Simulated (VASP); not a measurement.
Input of a VASP 6.6.1 run:

Contents of INCAR:

```
SYSTEM = BiTe
PREC = Accurate ; ENCUT = 520
EDIFF = 1E-6 ; ISMEAR = -1
SIGMA = 0.05 ; LREAL = .FALSE.
LASPH = .TRUE. ; NELM = 80
ALGO = Normal ; ISIF = 2
LWAVE = .FALSE. ; LCHARG = .FALSE.
GGA = PE ; NBANDS = 18
```

KPOINTS

```
regular mesh
0
G
  7 7 7
  0 0 0
```

POSCAR

```
BiTe
1.0
    2.4227077728      1.3987509848      3.3172919545
   -2.4227077728      1.3987509848      3.3172919545
    0.0000000000     -2.7975019696      3.3172919545
Bi Te
1 1
Direct
    0.5000000000      0.5000000000      0.5000000000
    0.0000000000      0.0000000000      0.0000000000
```

Potentials or basis: VASP PAW PBE potentials, release 64 (Bi_d, Te).

Launch:

```console
$ cat potpaw_PBE.64/Bi_d/POTCAR potpaw_PBE.64/Te/POTCAR > POTCAR
$ mpirun -np 1 vasp_std > vasp.out
```

Question: Predict the pressure.

Answer: 0.1 GPa.

Stress tensor (GPa, compression positive):
```
0.12 0.00 0.00
0.00 0.12 0.00
0.00 0.00 0.03
```
